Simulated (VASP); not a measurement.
# Si (Fmmm) in VASP: single point with PBE

Aim: the single point of Si with PBE.

All numbers are computed with VASP 6.6.1; they aren't measurements. Logs are shortened: lines on timing, memory, paths and dates and some standing lists are left out, and cuts for length are marked.

## 1. The cell of the first run

It takes space group Fmmm (No. 69, orthorhombic). The conventional cell has a = 4.767 Å, b = 4.785 Å, c = 6.188 Å, α = 90.00°, β = 90.00°, γ = 90.00°. Within 3.1 Å of Si (site symmetry mm2) lie 5 Si at 2.37 to 2.50 Å.

## 2. Single point, PBE

The input, INCAR:

```
PREC = Accurate ; ENCUT = 520
EDIFF = 1E-6 ; ISMEAR = 0
SIGMA = 0.1 ; LREAL = False
LASPH = True ; NELM = 100
ALGO = Normal ; ISIF = 2
LWAVE = False ; LCHARG = False
GGA = PE ; NBANDS = 26
```

The input, KPOINTS:

```
regular mesh
0
Gamma
  10 10 4
```

The input, POSCAR:

```
Si
1.0
    2.3922854942     -3.0941218110      0.0000000000
    2.3922854942      3.0941218110      0.0000000000
    0.0000000000      0.0000000000      9.5341972486
Si
8
Direct
    0.3085448718      0.1914539801      0.6249997351
    0.3085460199      0.1914551282      0.1249997351
    0.6914551282      0.8085460199      0.6249997351
    0.8085448718      0.6914539801      0.8750002649
    0.6914539801      0.8085448718      0.1249997351
    0.1914551282      0.3085460199      0.8750002649
    0.8085460199      0.6914551282      0.3750002649
    0.1914539801      0.3085448718      0.3750002649
```

Potentials or basis: VASP PAW PBE potentials, release 64 (Si).

On the command line:

```
cat potpaw_PBE.64/Si/POTCAR > POTCAR
mpirun -np 1 vasp_std > vasp.out
```

OUTCAR:

```text
PREC = Accurate
   ENCUT = 520
   EDIFF = 1E-6
   ISMEAR = 0
   LREAL = False
   LASPH = True
   NELM = 100
   ISIF = 2
   GGA = PE

 ion  position               nearest neighbor table
   1  0.309  0.191  0.625-   3 2.37   8 2.49   6 2.49   3 2.50   3 2.50
   2  0.309  0.191  0.125-   5 2.37   6 2.49   8 2.49   5 2.50   5 2.50
   3  0.691  0.809  0.625-   1 2.37   7 2.49   4 2.49   1 2.50   1 2.50
   4  0.809  0.691  0.875-   6 2.37   5 2.49   3 2.49   6 2.50   6 2.50
   5  0.691  0.809  0.125-   2 2.37   4 2.49   7 2.49   2 2.50   2 2.50
   6  0.191  0.309  0.875-   4 2.37   2 2.49   1 2.49   4 2.50   4 2.50
   7  0.809  0.691  0.375-   8 2.37   3 2.49   5 2.49   8 2.50   8 2.50
   8  0.191  0.309  0.375-   7 2.37   1 2.49   2 2.49   7 2.50   7 2.50

  LATTYP: Found a base centered orthorhombic cell.
 ALAT       =     4.7845709884
 B/A-ratio  =     1.2933748160
 C/A-ratio  =     1.9926963717

  Lattice vectors:

 A1 = (   2.3922854942,  -3.0941218110,   0.0000000000)
 A2 = (   2.3922854942,   3.0941218110,   0.0000000000)
 A3 = (   0.0000000000,   0.0000000000,   9.5341972486)

Analysis of symmetry for initial positions (statically):
=====================================================================
 Subroutine PRICEL returns following result:

  LATTYP: Found a face centered orthorhombic cell.
 ALAT       =     4.7670986243
 B/A-ratio  =     1.0036663511
 C/A-ratio  =     1.2981152919

  Lattice vectors:

 A1 = (   2.3922854942,   3.0941218110,  -0.0000000000)
 A2 = (   0.0000000000,   3.0941218110,   2.3835543634)
 A3 = (   2.3922909874,   0.0000000000,   2.3835442609)

   4 primitive cells build up your supercell.

 Routine SETGRP: Setting up the symmetry group for a
 base centered orthorhombic supercell.

 Subroutine GETGRP returns: Found  8 space group operations
 (whereof  4 operations were pure point group operations)
 out of a pool of  8 trial point group operations.

The static configuration has the point symmetry D_2 .
 The point group associated with its full space group is D_2h.

Analysis of symmetry for dynamics (positions and initial velocities):
=====================================================================
 Subroutine PRICEL returns following result:

  LATTYP: Found a face centered orthorhombic cell.
 ALAT       =     4.7670986243
 B/A-ratio  =     1.0036663511
 C/A-ratio  =     1.2981152919

  Lattice vectors:

 A1 = (   2.3922854942,   3.0941218110,  -0.0000000000)
 A2 = (   0.0000000000,   3.0941218110,   2.3835543634)
 A3 = (   2.3922909874,   0.0000000000,   2.3835442609)

   4 primitive cells build up your supercell.

 Routine SETGRP: Setting up the symmetry group for a
 base centered orthorhombic supercell.

 Subroutine GETGRP returns: Found  8 space group operations
 (whereof  4 operations were pure point group operations)
 out of a pool of  8 trial point group operations.

The dynamic configuration has the point symmetry D_2 .
 The point group associated with its full space group is D_2h.

 Subroutine INISYM returns: Found  8 space group operations
 (whereof  4 operations are pure point group operations),
 and found     4 'primitive' translations

----------------------------------------------------------------------------------------

                                     Primitive cell

  volume of cell :      35.2862

  direct lattice vectors                    reciprocal lattice vectors
     2.392285494  3.094121811 -0.000000000     0.209004472  0.161597269 -0.209771441
     0.000000000  3.094121811  2.383554363    -0.209004472  0.161596213  0.209771441
     2.392290987  0.000000000  2.383544261     0.209005358 -0.161596898  0.209770959

  length of vectors
     3.911089320  3.905754880  3.377031154     0.337343451  0.337342945  0.337343523

  position of ions in fractional coordinates (direct lattice)
     0.941452067  0.941457042  0.558543207
     0.558542855  0.558548036  0.941453835

  ion indices of the primitive-cell ions
   primitive index   ion index
                 1           1
                 2           8

----------------------------------------------------------------------------------------

 KPOINTS: regular mesh

Automatic generation of k-mesh.
 Grid dimensions read from file:
 generate k-points for:   10   10    4

 Generating k-lattice:

  Cartesian coordinates                     Fractional coordinates (reciprocal lattice)
     0.020900515 -0.016159674  0.000000000     0.100000000 -0.000000000  0.000000000
     0.020900515  0.016159674  0.000000000    -0.000000000  0.100000000  0.000000000
     0.000000000  0.000000000  0.026221400     0.000000000  0.000000000  0.250000000

  Length of vectors
     0.026419058  0.026419058  0.026221400

  Shift w.r.t. Gamma in fractional coordinates (k-lattice)
     0.000000000  0.000000000  0.000000000

 Subroutine IBZKPT returns following result:
 ===========================================

 Found     93 irreducible k-points:

 Following reciprocal coordinates:
            Coordinates               Weight
  0.000000  0.000000  0.000000      1.000000
  0.100000 -0.000000  0.000000      4.000000
  0.200000 -0.000000  0.000000      4.000000
  0.300000  0.000000  0.000000      4.000000
  0.400000 -0.000000  0.000000      4.000000
  0.500000  0.000000  0.000000      2.000000
[... 16 lines left out ...]
  0.300000  0.300000  0.000000      2.000000
  0.400000  0.300000  0.000000      4.000000
 [... further k-points ...]
   k-points           NKPTS =     93   k-points in BZ     NKDIM =     93   number of bands    NBANDS=     26
   number of dos      NEDOS =    301   number of ions     NIONS =      8
   total plane-waves  NPLWV =  64800
   dimension x,y,z NGX =    30 NGY =   30 NGZ =   72
   dimension x,y,z NGXF=    60 NGYF=   60 NGZF=  144
   ions per type =               8
   NGX,Y,Z   is equivalent  to a cutoff of  12.75, 12.75, 12.55 a.u.
   NGXF,Y,Z  is equivalent  to a cutoff of  25.50, 25.50, 25.11 a.u.
 SYSTEM =  unknown system
   PREC   = accura    normal or accurate (medium, high low for compatibility)
   ISTART =      0    job   : 0-new  1-cont  2-samecut
   ICHARG =      2    charge: 1-file 2-atom 10-const
   ISPIN  =      1    spin polarized calculation?
   LNONCOLLINEAR =      F non collinear calculations
   LSORBIT =      F    spin-orbit coupling
   LASPH  =      T    aspherical Exc in radial PAW
   ENCUT  =  520.0 eV  38.22 Ry    6.18 a.u.   7.27  7.27 17.73*2*pi/ulx,y,z
   NELM   =    100;   NELMIN=  2; NELMDL= -5     # of ELM steps
   EDIFF  = 0.1E-05   stopping-criterion for ELM
   LREAL  =      F    real-space projection
   EDIFFG = 0.1E-04   stopping-criterion for IOM
   NSW    =      0    number of steps for IOM
   IBRION =     -1    ionic relax: 0-MD 1-quasi-New 2-CG
   NFREE  =      0    steps in history (QN), initial steepest desc. (CG)
   ISIF   =      2    stress and relaxation
   ISYM   =      2    0-nonsym 1-usesym 2-fastsym
   POTIM  = 0.5000    time-step for ionic-motion
   TEBEG  =    0.0;   TEEND  =   0.0 temperature during run
   PSTRESS=    0.0 pullay stress
   NELECT =      32.0000    total number of electrons
   NUPDOWN=      -1.0000    fix difference up-down
   EMIN   =  10.00;   EMAX   =-10.00  energy-range for DOS
   EFERMI =   0.00;   METHOD = LEGACY
   ISMEAR =     0;   SIGMA  =   0.10  broadening in eV -4-tet -1-fermi 0-gaus
   EFERMI_NEDOS =   21; number of points for ismear=-14 and -15
   IALGO  =     38    algorithm
   IMIX   =      4    mixing-type and parameters
     AMIX     =   0.40;   BMIX     =  1.00
     AMIX_MAG =   1.60;   BMIX_MAG =  1.00
  volume/ion in A,a.u.               =      17.64       119.06
  Fermi-wavevector in a.u.,A,eV,Ry     =   0.998244  1.886407 13.558080  0.996491
  Thomas-Fermi vector in A             =   2.130454
   LORBIT       =      0    0 simple, 1 ext, 2 COOP (PROOUT), +10 PAW based schemes
   GGA     = PE    functional components
   LHFCALC =     F    Hartree Fock is set to
   AEXX    =    0.0000 exact exchange contribution
   IVDW    =     0    specifies the selected vdW correction
   LEPSILON=     F    determine dielectric tensor
   LRPA    =     F    only Hartree local field effects (RPA)
 non-spin polarized calculation
 Gauss-broadening in eV      SIGMA  =   0.10
  energy-cutoff  :      520.00
  volume of cell :      141.14
 maximum number of plane-waves:      3848
 NGX is ok and might be reduce to    30
   NGX = 15   NGY = 15   NGZ = 35

 number of electron      31.9999996 magnetization

 Free energy of the ion-electron system (eV)
  ---------------------------------------------------
  ext. energy  EPLUGINS =         0.00000000
  ---------------------------------------------------
  free energy    TOTEN  =       -41.09950966 eV

  energy without entropy =      -41.08397828  energy(sigma->0) =      -41.09174397

 E-fermi :   7.1808     XC(G=0): -10.1522

 val. band max:        7.1805083309   @ k =   0.1000  -0.0000   0.0000
 cond. band min:       7.1864437379   @ k =   0.4000   0.1000   0.5000
 fundamental gap:      0.0059354070
 Fermi energy:         7.1808384661

 k-point     1 :       0.0000    0.0000    0.0000
  band No.  band energies     occupation
      1      -5.4609      2.00000
      2      -3.9282      2.00000
      3      -3.9281      2.00000
      4      -0.2331      2.00000
      5       1.4540      2.00000
      6       2.7819      2.00000
[... 18 lines left out ...]
     25      11.1088      0.00000
     26      11.1089      0.00000

 k-point     2 :       0.1000   -0.0000    0.0000
  band No.  band energies     occupation
      1      -5.3656      2.00000
      2      -3.8354      2.00000
      3      -3.8353      2.00000
      4      -0.1850      2.00000
      5       1.5418      2.00000
      6       1.7955      2.00000
[... 18 lines left out ...]
     25      10.8823      0.00000
[... 608 lines left out ...]
     25      12.1193      0.00000
     26      12.9532      0.00000

 k-point    24 :       0.4000    0.3000    0.0000
  band No.  band energies     occupation
      1      -2.6607      2.00000
      2      -2.4908      2.00000
      3      -1.3337      2.00000
      4      -1.3337      2.00000
      5      -0.8663      2.00000
      6      -0.8663      2.00000
[... 18 lines left out ...]
     25      12.4975      0.00000
     26      12.5974      0.00000

 [... further k-points ...]
[... 5 lines left out ...]
  --------------------------------------------------------------------------------------
  -------------------------------------------------------------------------------------
  Total       -0.0576013     -0.0515617     -0.0316711      0.0000000      0.0000000      0.0000000
  in kB       -0.6538505     -0.5852931     -0.3595082      0.0000000      0.0000000      0.0000000
  external PRESSURE =      -0.5328839 kB  Pullay stress =       0.0000000 kB

 VOLUME and BASIS-vectors are now :
 -----------------------------------------------------------------------------
  energy-cutoff  :      520.00
  volume of cell :      141.14
      direct lattice vectors                 reciprocal lattice vectors
     2.392285494 -3.094121811  0.000000000     0.209005155 -0.161596741  0.000000000
     2.392285494  3.094121811  0.000000000     0.209005155  0.161596741  0.000000000
     0.000000000  0.000000000  9.534197249     0.000000000  0.000000000  0.104885600

 POSITION                                       TOTAL-FORCE (eV/Angst)
 -----------------------------------------------------------------------------------
      1.19614     -0.36229      5.95887        -0.000000     -0.005046      0.000000
      1.19615     -0.36229      1.19177         0.000000     -0.005046      0.000000
      3.58843      0.36229      5.95887         0.000000      0.005046      0.000000
      3.58843     -0.36229      8.34243         0.000000     -0.005046      0.000000
      3.58843      0.36229      1.19177         0.000000      0.005046      0.000000
      1.19615      0.36229      8.34243         0.000000      0.005046      0.000000
      3.58843     -0.36229      3.57533         0.000000     -0.005046      0.000000
      1.19614      0.36229      3.57533         0.000000      0.005046      0.000000
 -----------------------------------------------------------------------------------
    total drift:                                0.000238     -0.000014     -0.000414

  FREE ENERGIE OF THE ION-ELECTRON SYSTEM (eV)
  ---------------------------------------------------
  free  energy   TOTEN  =       -41.0995096633 eV

  energy  without entropy=      -41.0839782817  energy(sigma->0) =      -41.09174397
```

It took 2.1 min on 1 thread of Intel Xeon 6975P-C (Granite Rapids), shared host; peak memory 0.38 GiB.

Results:

```yaml
Free_energy: -41.0995 eV
Pressure: -0.1 GPa
Largest_force: 0.005 eV/Å
Band_gap_on_the_k_mesh: zero (band 16 reaches 8.87 eV, above the bottom of band 17 at 5.44 eV)
```

Forces on the atoms (eV/Å):
```
Si   0.000 -0.005  0.000
Si   0.000 -0.005  0.000
Si   0.000  0.005  0.000
Si   0.000 -0.005  0.000
Si   0.000  0.005  0.000
Si   0.000  0.005  0.000
Si   0.000 -0.005  0.000
Si   0.000  0.005  0.000
```

Levels at points of the mesh, in eV from the Fermi level:
```csv
k point,band 13,band 14,band 15,band 16,band 17,band 18,band 19,band 20,band 21,band 22
"(0.00, 0.00, 0.00)",-1.74,-1.69,-0.20,0.34,0.40,0.81,1.74,1.74,2.23,2.23
"(0.50, 0.00, 0.00)",-2.01,-2.01,0.93,0.93,1.69,1.69,1.74,1.74,2.64,2.64
"(0.50, 0.50, 0.00)",-3.91,-3.90,-1.66,-1.34,-1.29,0.52,0.84,2.52,3.13,3.13
"(0.00, 0.00, 0.50)",-1.01,-1.01,-0.86,-0.86,-0.64,-0.64,1.18,1.18,2.85,2.85
"(0.50, 0.00, 0.50)",-0.47,-0.47,-0.47,-0.47,1.59,1.59,1.59,1.59,2.49,2.49
"(0.50, 0.50, 0.50)",-2.93,-2.93,-2.62,-2.62,-0.77,-0.77,2.88,2.88,2.92,2.92
```
